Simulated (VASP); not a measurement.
Crystal: Li.

```xyz
2
Lattice="3.5100 0.0000 0.0000 0.0000 3.5100 0.0000 0.0000 0.0000 3.5100" Properties=species:S:1:pos:R:3 pbc="T T T"
Li    0.0000    0.0000    0.0000
Li    1.7550    1.7550    1.7550
```

- Program: VASP 6.6.1
- Task: relaxation of cell and atoms
- Functional: PBE
- Potentials or basis: VASP PAW PBE potentials, release 64 (Li_sv)
- Cutoff: 600 eV
- k mesh: 12 × 12 × 12
- Occupations: fermi-dirac, width 0.1 eV
- Spin: no spin polarisation

At the start: pressure -0.9 GPa; volume 21.62 Å³/atom.

Q: How do energy, volume and symmetry change on relaxing?

A: Over 3 steps the energy falls by 4.5 meV/atom and the volume is 20.15 Å³/atom (-6.8 %); space group Im-3m (No. 229, to 0.1 Å) before and after.

The path:
| step | energy change (eV) | largest force (eV/Å) | pressure (GPa) | volume (Å³) |
| --- | --- | --- | --- | --- |
| 1 | 0.0000 | 0.0000 | -0.89 | 43.24 |
| 2 | -0.0037 | 0.0000 | -0.70 | 42.50 |
| 3 | -0.0091 | 0.0000 | -0.06 | 40.31 |

Final structure:
```
CELL_PARAMETERS angstrom
3.42868 0.00000 0.00000
0.00000 3.42868 0.00000
0.00000 0.00000 3.42868
ATOMIC_POSITIONS crystal
Li 0.00000 0.00000 0.00000
Li 0.50000 0.50000 0.50000
```

Caveat: the cutoff is under 1.25 times the usual one of these potentials, so pressure, stress and relaxed cells hold a basis-set (Pulay) error.
